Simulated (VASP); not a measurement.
Runs of VASP 6.6.1 on Hf. The structure is that of space group Pm-3m (No. 221), or close to it. The cells are those of the table. 

```csv
task,cell,k mesh,cutoff (eV),gap on the mesh (eV),pressure (GPa)
single point,"a = 2.940 Å, 1 atom",18 × 18 × 18,520,none,-0.3
relaxation of cell and atoms,"relaxed from a = 2.891 Å, 1 atom",11 × 11 × 11,600,none,0.0
single point,"a = 2.940 Å, 1 atom",12 × 12 × 12,520,none,-0.2
single point,"a = 2.979 Å, 1 atom",12 × 12 × 12,520,none,(a)
single point,"a = 2.940 Å, 1 atom",11 × 11 × 11,520,none,-0.3
single point,"a = 3.054 Å, 1 atom",12 × 12 × 12,520,none,-6.8
single point,"a = 3.017 Å, 1 atom",12 × 12 × 12,520,none,(b)
single point,"a = 2.901 Å, 1 atom",12 × 12 × 12,520,none,2.9
single point,"a = 2.818 Å, 1 atom",12 × 12 × 12,520,none,10.9
single point,"a = 2.860 Å, 1 atom",12 × 12 × 12,520,none,6.6
```

Alike in all rows: level revPBE; potentials or basis VASP PAW PBE potentials, release 64 (Hf_pv); no spin polarisation; smearing fermi-dirac 0.1 eV.

Question: Estimate the missing entries.

Answer: (a) -2.8; (b) -5.0.

Caveats: the PAW data sets were made with another functional, which shifts forces and pressure a little; spin-orbit coupling is left out, which moves the levels of the heavy elements.

A k mesh can miss the band edges, and the runs leave out spin-orbit coupling on Hf.

A gap of «none» marks levels without a gap at the run's occupations.
